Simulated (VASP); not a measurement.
The system is Al5P2.

```xyz
7
Lattice="3.8500 0.0000 0.0000 0.0000 3.8500 0.0000 0.0000 0.0000 8.6000" Properties=species:S:1:pos:R:3 pbc="T T T"
Al    0.0000    0.0000    0.0000
Al    1.9250    1.9250    6.1060
Al    1.9250    1.9250    2.4940
Al    1.9250    0.0000    4.3000
Al    0.0000    1.9250    4.3000
P     1.9250    0.0000    1.2470
P     0.0000    1.9250    7.3530
```

```yaml
Program: VASP 6.6.1
Task: relaxation of cell and atoms
Functional: PBE
Potentials_or_basis: VASP PAW PBE potentials, release 64 (Al, P)
Cutoff: 600 eV
k_mesh: 4 × 4 × 2
Occupations: gaussian, width 0.2 eV
Spin: no spin polarisation
```

At the start: pressure 12.1 GPa; volume 18.21 Å³/atom.

Problem. How do energy, volume and symmetry change on relaxing?

Solution. Over 14 steps the energy falls by 180.0 meV/atom and the volume is 20.73 Å³/atom (+13.9 %); space group P-4m2 (No. 115, to 0.05 Å).

The path:
```csv
step,energy change (eV),largest force (eV/Å),pressure (GPa),volume (Å³)
1,0.0000,0.5779,12.07,127.47
2,-0.7844,0.3105,-3.90,154.34
3,-0.8339,0.3191,-1.49,148.26
4,-1.0707,0.2852,-1.17,147.29
5,-1.1964,0.3603,-0.58,145.72
6,-1.2189,0.2478,0.45,143.76
7,-1.2191,0.2473,0.56,143.54
8,-1.2294,0.2117,0.00,144.72
9,-1.2322,0.2151,-0.49,145.80
10,-1.2401,0.1707,-0.38,145.62
11,-1.2517,0.1165,-0.01,145.09
12,-1.2519,0.1394,0.05,145.02
13,-1.2560,0.1096,0.09,145.06
14,-1.2603,0.0493,0.20,145.13
```

Final structure:
```
Al P
1.0
     3.78858    0.00000    0.00000
     0.00000    3.78858    0.00000
     0.00000    0.00000   10.11134
Al P
5 2
Cartesian
  0.0000 0.0000 0.0000
  1.8943 1.8943 7.2594
  1.8943 1.8943 2.8519
  1.8943 3.7886 5.2970
  0.0000 1.8943 4.8143
  1.8943 0.0000 1.4205
  0.0000 1.8943 8.6909
```

Caveat: the k points lie up to 0.41 Å⁻¹ apart in the final cell; the relaxation stopped at a loose force limit of 0.08 eV/Å, so its end isn't a converged minimum.
